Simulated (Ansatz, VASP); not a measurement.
**WSe2 in VASP and in Ansatz**

```
CELL_PARAMETERS angstrom
-3.32069 0.00000 0.00000
-1.66035 -2.87581 0.00000
-0.66414 0.00000 15.25733
ATOMIC_POSITIONS crystal
W 0.32233 0.33333 0.05500
W 0.55567 0.66667 0.55500
Se 0.24433 0.33333 0.44502
Se 0.47766 0.66667 0.94502
Se 0.20034 0.33333 0.66498
Se 0.63367 0.66667 0.16498
```

Alike in both runs: task single point; functional PBE; k mesh 9 × 9 × 2; occupations gaussian, width 0.05 eV; no spin polarisation.

|  | VASP | Ansatz |
| --- | --- | --- |
| version | VASP 6.6.1 | Ansatz 0.2.0 |
| potentials or method | VASP PAW PBE potentials, release 64 (W_sv, Se), cutoff 520 eV | scalar-relativistic, plane waves, PAW |
| valence electrons in the cell | 52 | 92 |

VASP gave:

* gap on the k mesh at the Fermi level (eV): 0.28
* least direct gap on the mesh (eV): 0.85
* pressure (GPa): 4.7
* traceless stress, the component that is largest in VASP (GPa): 8.68
* rms of the force components (eV/Å): 2.294

Question: Which values does Ansatz return?

Answer: gap on the k mesh at the Fermi level (eV): 0.28; least direct gap on the mesh (eV): 0.85; pressure (GPa): 4.5; traceless stress, the component that is largest in VASP (GPa): 8.65; rms of the force components (eV/Å): 2.280.

Atom by atom the forces differ by 0.025 eV/Å (rms over components). VASP's potentials hold 52 valence electrons a cell and Ansatz's 92, so a difference there can come from the potentials and not from the codes.

Neither program's run includes spin-orbit coupling.
